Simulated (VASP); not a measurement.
Runs of VASP 6.6.1 on Co. The structure is that of space group P6_3/mmc (No. 194), or close to it. The cells are those of the table. 

```tsv
spin	cell	k mesh	cutoff (eV)	smearing	gap on the mesh (eV)	pressure (GPa)	moment (μB)
off	a = 2.458, b = 2.458, c = 3.961 Å, angles 90.0, 90.0, 120.0°, 2 atoms	15 × 15 × 8	600	methfessel-paxton 0.01 eV	none	-2.0	-
off	a = 2.458, b = 2.458, c = 3.961 Å, angles 90.0, 90.0, 120.0°, 2 atoms	21 × 21 × 12	520	fermi-dirac 0.1 eV	none	-0.7	-
off	a = 2.458, b = 2.458, c = 3.961 Å, angles 90.0, 90.0, 120.0°, 2 atoms	9 × 9 × 5	520	fermi-dirac 0.1 eV	none	-0.6	-
off	a = 2.458, b = 2.458, c = 3.961 Å, angles 90.0, 90.0, 120.0°, 2 atoms	15 × 15 × 8	520	gaussian 0.01 eV	none	-1.9	-
off	a = 2.458, b = 2.458, c = 3.961 Å, angles 90.0, 90.0, 120.0°, 2 atoms	15 × 15 × 8	600	fermi-dirac 0.3 eV	none	4.1	-
collinear, ferromagnetic start	a = 2.494, b = 2.494, c = 4.028 Å, angles 90.0, 90.0, 120.0°, 2 atoms	14 × 14 × 8	520	fermi-dirac 0.01 eV	none	(a)	(d)
off	a = 2.458, b = 2.458, c = 3.961 Å, angles 90.0, 90.0, 120.0°, 2 atoms	15 × 15 × 8	600	fermi-dirac 1 eV	none	(c)	-
collinear, ferromagnetic start	a = 2.494, b = 2.494, c = 4.028 Å, angles 90.0, 90.0, 120.0°, 2 atoms	4 × 4 × 2	520	fermi-dirac 0.05 eV	none	1.2	3.37
collinear, ferromagnetic start	a = 2.494, b = 2.494, c = 4.028 Å, angles 90.0, 90.0, 120.0°, 2 atoms	7 × 7 × 4	520	fermi-dirac 0.05 eV	none	-0.8	3.16
off	a = 2.458, b = 2.458, c = 3.961 Å, angles 90.0, 90.0, 120.0°, 2 atoms	15 × 15 × 8	600	methfessel-paxton 0.03 eV	none	-2.0	-
off	a = 2.458, b = 2.458, c = 3.961 Å, angles 90.0, 90.0, 120.0°, 2 atoms	15 × 15 × 8	600	methfessel-paxton 1 eV	none	(b)	-
off	a = 2.458, b = 2.458, c = 3.961 Å, angles 90.0, 90.0, 120.0°, 2 atoms	15 × 15 × 8	600	fermi-dirac 0.6 eV	none	15.1	-
```

Alike in all rows: task single point; level PBE; potentials or basis VASP PAW PBE potentials, release 64 (Co).

Fill in the values left out.

(a) -1.0; (b) -0.2; (c) 32.0; (d) 3.14.

Caveats: some runs use coarse meshes.

A gap of «none» marks levels without a gap at the run's occupations.
